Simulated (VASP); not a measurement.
Wanted: the native input for a VASP 6.6.1 run.

```yaml
Task: single point
Functional: LDA
Potentials_or_basis: VASP PAW LDA potentials, release 64 (Si, C)
Cutoff: 520 eV
k_mesh: 1 × 1 × 1, shifted
Occupations: fermi-dirac, width 0.05 eV
Spin: no spin polarisation
Dipole_correction: no
Further_INCAR_settings: LREAL = Auto; ALGO = Normal; EDIFF = 1e-06; NBANDS = 168; ISYM = 0
```

The structure of Si64C (a cell with a defect) lies in POSCAR:

```
Si64C
1.0
   10.8655790000      0.0000000000      0.0000000000
    0.0000000000     10.8655790000      0.0000000000
    0.0000000000      0.0000000000     10.8655790000
Si C
64 1
Direct
    0.9987160000      0.9989730000      0.9970090000
    0.0048890000      0.0050540000      0.4980180000
    0.0005350000      0.5041060000      0.0002720000
    0.0140090000      0.4886790000      0.4941740000
    0.5039070000      0.0007380000      0.0004350000
    0.4885450000      0.0141550000      0.4943800000
    0.5039390000      0.5041990000      0.9972770000
    0.5018730000      0.5020360000      0.4985800000
    0.1237040000      0.1239440000      0.1210760000
    0.1186120000      0.1187390000      0.6445980000
    0.1268970000      0.6305460000      0.1228930000
    0.1275670000      0.6234530000      0.6221720000
    0.6303250000      0.1271730000      0.1230220000
    0.6233430000      0.1277620000      0.6222450000
    0.6277180000      0.6279860000      0.1253470000
    0.6279820000      0.6281590000      0.6224310000
    0.2515570000      0.2517760000      0.0017410000
    0.2554380000      0.2552830000      0.5573390000
    0.2514540000      0.7522690000      0.9983500000
    0.2517030000      0.7517270000      0.4998400000
    0.7519180000      0.2516580000      0.9983480000
    0.7515560000      0.2518440000      0.4998230000
    0.7519180000      0.7521030000      0.9987220000
    0.7525930000      0.7528730000      0.4969620000
    0.3795300000      0.3797490000      0.1214700000
    0.3895830000      0.3895850000      0.6455220000
    0.3789200000      0.8735210000      0.1221530000
    0.3752620000      0.8804710000      0.6230780000
    0.8732620000      0.3792070000      0.1220010000
    0.8803290000      0.3754820000      0.6229540000
    0.8757840000      0.8760540000      0.1264160000
    0.8783750000      0.8785240000      0.6219440000
    0.2494030000      0.9948380000      0.2414110000
    0.2533380000      0.9971800000      0.7581870000
    0.2529410000      0.5061710000      0.2432680000
    0.2499280000      0.5077460000      0.7579960000
    0.7512720000      0.0018960000      0.2507460000
    0.7498470000      0.0016450000      0.7455090000
    0.7511390000      0.5020550000      0.2503500000
    0.7542720000      0.5024240000      0.7459720000
    0.3632760000      0.1371950000      0.3519750000
    0.3775910000      0.1267870000      0.8789450000
    0.3755660000      0.6266470000      0.3745290000
    0.3793150000      0.6321320000      0.8752490000
    0.8768650000      0.1281100000      0.3745780000
    0.8725080000      0.1248470000      0.8750470000
    0.8818380000      0.6215190000      0.3756520000
    0.8770360000      0.6277560000      0.8730150000
    0.9945340000      0.2497230000      0.2412890000
    0.9969860000      0.2534720000      0.7580890000
    0.0016270000      0.7514760000      0.2507200000
    0.0015410000      0.7500080000      0.7454730000
    0.5059100000      0.2532610000      0.2433550000
    0.5075990000      0.2499720000      0.7581160000
    0.5017870000      0.7513750000      0.2504560000
    0.5022790000      0.7544830000      0.7459680000
    0.1369660000      0.3634300000      0.3518580000
    0.1266030000      0.3777810000      0.8788180000
    0.1278900000      0.8769390000      0.3746080000
    0.1245740000      0.8728010000      0.8750550000
    0.6265960000      0.3757920000      0.3745140000
    0.6318740000      0.3796410000      0.8753000000
    0.6212420000      0.8820740000      0.3757120000
    0.6275180000      0.8772820000      0.8731150000
    0.2472430000      0.2474640000      0.3966940000
```

These files were run (other wordings do the same):

INCAR

```
SYSTEM = Si64C
ALGO     = Normal         ! electronic algorithm
EDIFF    = 1E-6           ! SCF threshold, eV
ENCUT    = 520            ! plane-wave cutoff, eV
GGA      = CA             ! functional
GGA_COMPAT= .FALSE.      
ISIF     = 2              ! what is computed and relaxed
ISMEAR   = -1             ! smearing method
ISYM     = 0            
LASPH    = .TRUE.         ! aspherical terms in the spheres
LCHARG   = .FALSE.        ! write CHGCAR
LREAL    = Auto         
LWAVE    = .FALSE.        ! write WAVECAR
NBANDS   = 168            ! bands
NELM     = 120            ! most SCF steps
PREC     = Accurate       ! precision mode
SIGMA    = 0.05           ! smearing width, eV
```

KPOINTS

```
Automatic mesh
0
Gamma
  1 1 1
  0.25 0.25 0.25
```

Potentials or basis: VASP PAW LDA potentials, release 64 (Si, C).

Run with:

```sh
$ cat potpaw_LDA.64/Si/POTCAR potpaw_LDA.64/C/POTCAR > POTCAR
$ mpirun -np 1 vasp_std > vasp.out
```

It gave:

The pressure is -1.0 GPa. The largest force is 0.334 eV/Å. The band gap on the k mesh is 0.37 eV.

Wall time 33 min on 1 thread of Intel(R) Xeon(R) Platinum 8375C CPU @ 2.90GHz (Ice Lake), on a shared host, peak memory 1.1 GiB.
